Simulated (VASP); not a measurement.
Wanted: the native input for a VASP 6.6.1 run.

```yaml
Task: relaxation of cell and atoms
Functional: PBE
Potentials_or_basis: VASP PAW PBE potentials, release 64 (Bi_d)
Cutoff: 600 eV
k_mesh: 10 × 10 × 10
Occupations: fermi-dirac, width 0.05 eV
Spin: no spin polarisation
Target_pressure: -0.57 GPa
Dipole_correction: no
Further_INCAR_settings: ALGO = Normal; EDIFF = 1e-06; IBRION = 2; EDIFFG = -0.005; NSW = 60; ISIF = 3
```

The structure of Bi lies in POSCAR:

```
Bi
1.0
    2.2621493651     -1.3060525449      3.9964638784
    0.0000000000      2.6121050898      3.9964638784
   -2.2621493651     -1.3060525449      3.9964638784
Bi
2
Direct
    0.2320000000      0.2320000000      0.2320000000
   -0.2320000000     -0.2320000000     -0.2320000000
```

The input as run:

INCAR

```
SYSTEM = Bi
PREC = Accurate
ENCUT = 600
EDIFF = 1E-6
ISMEAR = -1
SIGMA = 0.05
LREAL = .False.
LASPH = .True.
NELM = 100
ALGO = Normal
ISIF = 3
LWAVE = .False.
LCHARG = .False.
GGA = PE
IBRION = 2
NSW = 60
EDIFFG = -0.005
PSTRESS = -5.699999999999999
```

KPOINTS

```
Automatic mesh
0
Gamma
  10 10 10
  0 0 0
```

Potentials or basis: VASP PAW PBE potentials, release 64 (Bi_d).

Command:

```sh
$ cat potpaw_PBE.64/Bi_d/POTCAR > POTCAR
$ mpirun -np 1 vasp_std > vasp.out
```

Results of the run:

- Relaxed volume: 37.60 Å³/atom
- Relaxed cell: a = 4.890 Å, b = 4.890 Å, c = 4.890 Å, α = 56.10°, β = 56.10°, γ = 56.10°
- Space group after relaxing (to 0.05 Å): R-3m (No. 166)
- Energy change on relaxing (the enthalpy is what falls): -12.0 meV/atom
- Ionic steps: 9
- Pressure after relaxing: -0.6 GPa
- Band gap on the k mesh: zero (band 15 reaches 5.59 eV, above the bottom of band 16 at 5.42 eV)

Caveat: the cell is relaxed towards a set pressure, so the enthalpy falls and the energy may rise; spin-orbit coupling is left out, which moves the levels of the heavy elements.

Wall time 14 min on 1 thread of Oxide Virtual Turin-like Processor, with other jobs on the host, peak memory 0.32 GiB.
